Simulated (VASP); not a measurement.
# SnO2 (P4_2/mnm) in VASP: further runs, part 2 of 2

VASP 6.6.1. The steps go on from the part before.

### Step 4. Single point, r2SCAN

POSCAR reads:

```
SnO2
1.0
    4.7605761345      0.0000000000      0.0000000000
    0.0000000000      4.7605761345      0.0000000000
    0.0000000000      0.0000000000      3.2000777189
Sn O
2 4
Direct
    0.0000000000      0.0000000000      0.0000000000
    0.5000000000      0.5000000000      0.5000000000
    0.3058781044      0.3058781044      0.0000000000
    0.1941218956      0.8058781044      0.5000000000
    0.8058781044      0.1941218956      0.5000000000
    0.6941218956      0.6941218956      0.0000000000
```

INCAR.step1 reads:

```
PREC     = Accurate       # precision mode
ENCUT    = 520            # plane-wave cutoff, eV
ISMEAR   = -1             # smearing method
SIGMA    = 0.02           # smearing width, eV
LREAL    = F              # projectors in reciprocal space
LASPH    = T              # aspherical terms in the spheres
NELM     = 100            # most SCF steps
NBANDS   = 35             # bands
GGA      = PE             # functional
ALGO     = Normal         # electronic algorithm
EDIFF    = 1E-4           # SCF threshold, eV
LWAVE    = T              # write WAVECAR
LCHARG   = F              # write CHGCAR
```

INCAR.step2 reads:

```
PREC     = Accurate       # precision mode
ENCUT    = 520            # plane-wave cutoff, eV
EDIFF    = 1E-6           # SCF threshold, eV
ISMEAR   = -1             # smearing method
SIGMA    = 0.02           # smearing width, eV
LREAL    = F              # projectors in reciprocal space
LASPH    = T              # aspherical terms in the spheres
NELM     = 100            # most SCF steps
ALGO     = Normal         # electronic algorithm
ISIF     = 2              # what is computed and relaxed
LWAVE    = F              # write WAVECAR
LCHARG   = T              # write CHGCAR
METAGGA  = R2SCAN         # meta-GGA
LMIXTAU  = T            
LELF     = T              # ELF
LVHAR    = T            
NBANDS   = 35             # bands
ISTART   = 1
```

KPOINTS reads:

```
regular mesh
0
Gamma
  6 6 8
```

On the command line:

```bash
cat potpaw_PBE.64/Sn_d/POTCAR potpaw_PBE.64/O/POTCAR > POTCAR
cp INCAR.step1 INCAR
mpirun -np 1 vasp_std > vasp.out
cp INCAR.step2 INCAR
mpirun -np 1 vasp_std > vasp.out
```

It took 2.3 min on 1 thread of Intel Xeon 6975P-C (Granite Rapids), shared host; peak memory 0.24 GiB.

It converged, with:

```
Free energy            : -84.6296 eV
Pressure               : 1.1 GPa
Largest force          : 0.024 eV/Å
Band gap on the k mesh : 1.79 eV
```

Forces on the atoms (eV/Å):
```
Sn   0.000  0.000  0.000
Sn   0.000  0.000  0.000
O   -0.017 -0.017  0.000
O    0.017 -0.017  0.000
O   -0.017  0.017  0.000
O    0.017  0.017  0.000
```

Stress tensor (GPa, compression positive):
```
0.90 0.00 0.00
0.00 0.90 0.00
0.00 0.00 1.48
```

Levels at points of the mesh, in eV from the valence-band top:
| k point | band 23 | band 24 | band 25 | band 26 | band 27 | band 28 | band 29 | band 30 |
| --- | --- | --- | --- | --- | --- | --- | --- | --- |
| (0.00, 0.00, 0.00) | -1.22 | -0.78 | -0.78 | 0.00 | 1.79 | 6.82 | 7.05 | 7.05 |
| (0.50, 0.00, 0.00) | -1.17 | -1.17 | -0.62 | -0.62 | 5.00 | 5.00 | 7.81 | 7.81 |
| (0.50, 0.50, 0.00) | -1.30 | -1.30 | -0.92 | -0.92 | 5.45 | 5.45 | 8.22 | 8.22 |
| (0.00, 0.00, 0.50) | -1.67 | -1.67 | -1.27 | -1.27 | 6.87 | 6.87 | 10.53 | 10.53 |
| (0.50, 0.00, 0.50) | -1.11 | -1.11 | -0.69 | -0.69 | 7.15 | 7.15 | 8.85 | 8.85 |
| (0.50, 0.50, 0.50) | -0.96 | -0.96 | -0.85 | -0.85 | 5.52 | 5.52 | 9.65 | 9.65 |

Caveat: the structure was generated, so it needn't be the stable form of SnO2; the PAW data sets were made with another functional, which shifts forces and pressure a little; spin-orbit coupling is left out, which moves the levels of the heavy elements.

### Step 5. Single point, r2SCAN

POSCAR is that of step 4.

INCAR.step1 reads:

```
SYSTEM = SnO2
  PREC = Accurate
  ENCUT = 520
  ISMEAR = 0
  SIGMA = 0.01
  LREAL = .False.
  LASPH = .True.
  NELM = 60
  NBANDS = 35
  GGA = PE
  ALGO = Normal
  EDIFF = 1E-4
  LWAVE = .True.
  LCHARG = .False.
```

INCAR.step2 reads:

```
SYSTEM = SnO2
  PREC = Accurate
  ENCUT = 520
  EDIFF = 1E-7
  ISMEAR = 0
  SIGMA = 0.01
  LREAL = .False.
  LASPH = .True.
  NELM = 60
  ALGO = Normal
  ISIF = 2
  LWAVE = .False.
  LCHARG = .False.
  METAGGA = R2SCAN
  LMIXTAU = .True.
  NBANDS = 35
  ISTART = 1
```

KPOINTS reads:

```
regular mesh
0
Gamma
  6 6 8
  0 0 0
```

Potentials or basis: VASP PAW PBE potentials, release 64 (Sn_d, O).

On the command line:

```bash
cat potpaw_PBE.64/Sn_d/POTCAR potpaw_PBE.64/O/POTCAR > POTCAR
cp INCAR.step1 INCAR
mpirun -np 1 vasp_std > vasp.out
cp INCAR.step2 INCAR
mpirun -np 1 vasp_std > vasp.out
```

OUTCAR:

```text
SYSTEM = SnO2
   PREC = Accurate
   ENCUT = 520
   EDIFF = 1E-7
   ISMEAR = 0
   LREAL = .False.
   LASPH = .True.
   NELM = 60
   ISIF = 2
   METAGGA = R2SCAN
   ISTART = 1

 ion  position               nearest neighbor table
   1  0.000  0.000  0.000-   3 2.06   6 2.06   5 2.07   4 2.07   4 2.07   5 2.07   2 3.73   2 3.73
                             2 3.73   2 3.73   2 3.73   2 3.73   2 3.73   2 3.73
   2  0.500  0.500  0.500-   4 2.06   5 2.06   3 2.07   6 2.07   3 2.07   6 2.07   1 3.73   1 3.73
                             1 3.73   1 3.73   1 3.73   1 3.73   1 3.73   1 3.73
   3  0.306  0.306  0.000-   1 2.06   2 2.07   2 2.07
   4  0.194  0.806  0.500-   2 2.06   1 2.07   1 2.07
   5  0.806  0.194  0.500-   2 2.06   1 2.07   1 2.07
   6  0.694  0.694  0.000-   1 2.06   2 2.07   2 2.07

  LATTYP: Found a simple tetragonal cell.
 ALAT       =     4.7605761345
 C/A-ratio  =     0.6722038738

  Lattice vectors:

 A1 = (   4.7605761345,   0.0000000000,   0.0000000000)
 A2 = (   0.0000000000,   4.7605761345,   0.0000000000)
 A3 = (   0.0000000000,   0.0000000000,   3.2000777189)

Analysis of symmetry for initial positions (statically):
[... 187 lines left out ...]
 cond. band min:       7.3508301628   @ k =   0.0000   0.0000   0.0000
 fundamental gap:      1.7939721457
 Fermi energy:         5.6126354474

 k-point     1 :       0.0000    0.0000    0.0000
  band No.  band energies     occupation
      1     -16.1807      2.00000
      2     -15.2677      2.00000
      3     -14.9673      2.00000
      4     -14.9673      2.00000
      5     -14.9450      2.00000
      6     -14.9060      2.00000
[... 901 lines left out ...]
     34      18.8048      0.00000
     35      19.0984      0.00000

 [... further k-points ...]

------------------------ aborting loop because EDIFF is reached ----------------------------------------

  FORCE on cell =-STRESS in cart. coord.  units (eV):
  Direction    XX          YY          ZZ          XY          YZ          ZX
  --------------------------------------------------------------------------------------
  -------------------------------------------------------------------------------------
  Total        0.4072600      0.4072600      0.6694368      0.0000000      0.0000000      0.0000000
  in kB        8.9971059      8.9971059     14.7890607      0.0000000      0.0000000      0.0000000
  external PRESSURE =      10.9277575 kB  Pullay stress =       0.0000000 kB

 VOLUME and BASIS-vectors are now :
 -----------------------------------------------------------------------------
  energy-cutoff  :      520.00
  volume of cell :       72.52
      direct lattice vectors                 reciprocal lattice vectors
     4.760576134  0.000000000  0.000000000     0.210058609  0.000000000  0.000000000
     0.000000000  4.760576134  0.000000000     0.000000000  0.210058609  0.000000000
     0.000000000  0.000000000  3.200077719     0.000000000  0.000000000  0.312492410

 POSITION                                       TOTAL-FORCE (eV/Angst)
 -----------------------------------------------------------------------------------
      0.00000      0.00000      0.00000        -0.000000      0.000000      0.000000
      2.38029      2.38029      1.60004        -0.000000      0.000000      0.000000
      1.45616      1.45616      0.00000        -0.016808     -0.016808      0.000000
      0.92413      3.83644      1.60004         0.016808     -0.016808      0.000000
      3.83644      0.92413      1.60004        -0.016808      0.016808     -0.000000
      3.30442      3.30442      0.00000         0.016808      0.016808     -0.000000
 -----------------------------------------------------------------------------------
    total drift:                               -0.000000      0.000000      0.000000

  FREE ENERGIE OF THE ION-ELECTRON SYSTEM (eV)
  ---------------------------------------------------
  free  energy   TOTEN  =       -84.6295567342 eV

  energy  without entropy=      -84.6295567342  energy(sigma->0) =      -84.62955673
```

OSZICAR.step1:

```text
N       E                     dE             d eps       ncg     rms          rms(c)
DAV:   1     0.637407453561E+03    0.63741E+03   -0.25746E+04  3901   0.232E+03
DAV:   2     0.566622435623E+02   -0.58075E+03   -0.54694E+03  3764   0.607E+02
DAV:   3    -0.383728308646E+02   -0.95035E+02   -0.93374E+02  3758   0.207E+02
DAV:   4    -0.433165395912E+02   -0.49437E+01   -0.49041E+01  4443   0.506E+01
DAV:   5    -0.434445950757E+02   -0.12806E+00   -0.12786E+00  4366   0.862E+00    0.160E+01
DAV:   6    -0.371416410201E+02    0.63030E+01   -0.17556E+01  5553   0.640E+01    0.620E+00
DAV:   7    -0.372567529656E+02   -0.11511E+00   -0.20368E+00  4066   0.792E+00    0.322E+00
DAV:   8    -0.372347861909E+02    0.21967E-01   -0.16879E-01  5151   0.414E+00    0.748E-01
DAV:   9    -0.372276028401E+02    0.71834E-02   -0.34973E-02  5783   0.298E+00    0.131E-01
DAV:  10    -0.372282768468E+02   -0.67401E-03   -0.38362E-03  4427   0.483E-01    0.536E-02
DAV:  11    -0.372283891629E+02   -0.11232E-03   -0.16718E-04  3489   0.101E-01    0.138E-02
DAV:  12    -0.372283901879E+02   -0.10250E-05   -0.23059E-05  2204   0.451E-02
   1 F= -.37228390E+02 E0= -.37228390E+02  d E =-.429809E-85
```

Run time: 2.7 min. Hardware: 1 thread of Intel Xeon 6975P-C (Granite Rapids), shared host; peak memory 0.24 GiB.

Results:

```
Free energy            : -84.6296 eV
Pressure               : 1.1 GPa
Largest force          : 0.024 eV/Å
Band gap on the k mesh : 1.79 eV
```

Forces on the atoms (eV/Å):
```
Sn   0.000  0.000  0.000
Sn   0.000  0.000  0.000
O   -0.017 -0.017  0.000
O    0.017 -0.017  0.000
O   -0.017  0.017  0.000
O    0.017  0.017  0.000
```

Caveat: the structure was generated, so it needn't be the stable form of SnO2; the PAW data sets were made with another functional, which shifts forces and pressure a little; spin-orbit coupling is left out, which moves the levels of the heavy elements.

### Step 6. Relaxation of cell and atoms, PBE

This run uses another cell than the first one, of 12.00 Å³/atom.

INCAR reads:

```
SYSTEM = SnO2
  PREC = Accurate
  ENCUT = 600
  EDIFF = 1E-6
  ISMEAR = -1
  SIGMA = 0.02
  LREAL = .False.
  LASPH = .True.
  NELM = 60
  ALGO = Normal
  ISIF = 3
  LWAVE = .False.
  LCHARG = .False.
  GGA = PE
  IBRION = 2
  NSW = 80
  EDIFFG = -0.005
```

KPOINTS reads:

```
Automatic mesh
0
Gamma
  6 6 8
  0 0 0
```

POSCAR reads:

```
SnO2
1.0
    4.7787740800      0.0000000000      0.0000000000
    0.0000000000      4.7787740800      0.0000000000
    0.0000000000      0.0000000000      3.1539908928
Sn O
2 4
Direct
    0.0000000000      0.0000000000      0.0000000000
    0.5000000000      0.5000000000      0.5000000000
    0.3050000000      0.3050000000      0.0000000000
    0.1950000000      0.8050000000      0.5000000000
    0.8050000000      0.1950000000      0.5000000000
    0.6950000000      0.6950000000      0.0000000000
```

Potentials or basis: VASP PAW PBE potentials, release 64 (Sn_d, O).

On the command line:

```bash
cat potpaw_PBE.64/Sn_d/POTCAR potpaw_PBE.64/O/POTCAR > POTCAR
mpirun -np 1 vasp_std > vasp.out
```

Wall time 4.8 min (1 thread of Intel Xeon 6975P-C (Granite Rapids), shared host); peak memory 0.28 GiB.

Results (log left out):

```yaml
Free_energy: -37.3129 eV
Relaxed_volume: 12.61 Å³/atom
Relaxed_cell: a = 4.830 Å, b = 4.830 Å, c = 3.242 Å, α = 90.00°, β = 90.00°, γ = 90.00°
Space_group_after_relaxing_to_0.1_Å: P4_2/mnm (No. 136)
Energy_gained_by_relaxing: 21.1 meV/atom
Ionic_steps: 10
Pressure_after_relaxing: 0.0 GPa
Band_gap_on_the_k_mesh: 0.64 eV
```

The path:
```tsv
step	energy change (eV)	largest force (eV/Å)	pressure (GPa)	volume (Å³)
1	0.0000	0.0143	10.33	72.03
2	0.0393	0.3659	-9.70	80.38
3	-0.1211	0.2048	-0.25	75.72
4	-0.1211	0.2012	-0.06	75.65
5	-0.1262	0.0388	0.01	75.67
6	-0.1266	0.0127	0.02	75.67
7	-0.1266	0.0010	-0.08	75.69
8	-0.1266	0.0001	-0.10	75.69
9	-0.1266	0.0002	0.08	75.61
10	-0.1267	0.0001	0.00	75.65
```

Final structure:
```xyz
6
Lattice="4.8301 0.0000 0.0000 0.0000 4.8301 0.0000 0.0000 0.0000 3.2424" Properties=species:S:1:pos:R:3 pbc="T T T"
Sn    0.0000    0.0000    0.0000
Sn    2.4151    2.4151    1.6212
O     1.4806    1.4806    0.0000
O     0.9345    3.8957    1.6212
O     3.8957    0.9345    1.6212
O     3.3495    3.3495    0.0000
```

Levels at points of the mesh, in eV from the valence-band top:
```csv
k point,band 23,band 24,band 25,band 26,band 27,band 28,band 29,band 30
"(0.00, 0.00, 0.00)",-1.26,-0.74,-0.74,0.00,0.64,5.66,6.04,6.04
"(0.50, 0.00, 0.00)",-1.21,-1.21,-0.60,-0.60,3.85,3.85,6.79,6.79
"(0.50, 0.50, 0.00)",-1.33,-1.33,-0.85,-0.85,4.24,4.24,7.13,7.13
"(0.00, 0.00, 0.50)",-1.52,-1.52,-1.18,-1.18,5.56,5.56,9.34,9.34
"(0.50, 0.00, 0.50)",-1.01,-1.01,-0.75,-0.75,5.82,5.82,7.59,7.59
"(0.50, 0.50, 0.50)",-0.91,-0.91,-0.78,-0.78,4.32,4.32,8.60,8.60
```

Caveat: the structure was generated, so it needn't be the stable form of SnO2; semilocal functionals underestimate gaps, and a narrow one can read as zero; spin-orbit coupling is left out, which moves the levels of the heavy elements.

### Step 7. Overview

```tsv
task	level	cell	cutoff (eV)	smearing	gap on the mesh (eV)	pressure (GPa)	largest force (eV/Å)
single point	PBE	a = 4.761, b = 4.761, c = 3.200 Å, 6 atoms, atomic positions A	520	fermi-dirac 0.02 eV	1.09	8.4	0.05
single point	PBE	a = 4.827, b = 4.827, c = 3.238 Å, 6 atoms, atomic positions B	520	fermi-dirac 0.02 eV	0.67	0.6	0.02
single point	r2SCAN	a = 4.761, b = 4.761, c = 3.200 Å, 6 atoms, atomic positions A	520	fermi-dirac 0.02 eV	1.79	1.1	0.02
single point	r2SCAN	a = 4.761, b = 4.761, c = 3.200 Å, 6 atoms, atomic positions A	520	gaussian 0.01 eV	1.79	1.1	0.02
relaxation of cell and atoms	PBE	relaxed from a = 4.779, b = 4.779, c = 3.154 Å, 6 atoms, atomic positions C	600	fermi-dirac 0.02 eV	0.64	0.0	-
```

Alike in all rows: potentials or basis VASP PAW PBE potentials, release 64 (Sn_d, O); no spin polarisation; k mesh 6 × 6 × 8.

On the cell as given the gap runs from 1.09 eV (PBE) to 1.79 eV (r2SCAN). The pressure there spans 1.1 GPa (r2SCAN) to 8.4 GPa (PBE); a positive pressure means that this level wants a larger cell, a negative one a smaller.

Caveats: the structure was generated, so it needn't be the stable form of SnO2; spin-orbit coupling is left out, which moves the levels of the heavy elements; semilocal functionals underestimate gaps, and a narrow one can read as zero (at least some runs); the PAW data sets were made with another functional, which shifts forces and pressure a little (at least some runs); the cell stands under pressure (at least some runs).

Absolute energies hang on the potentials; compare differences alone.
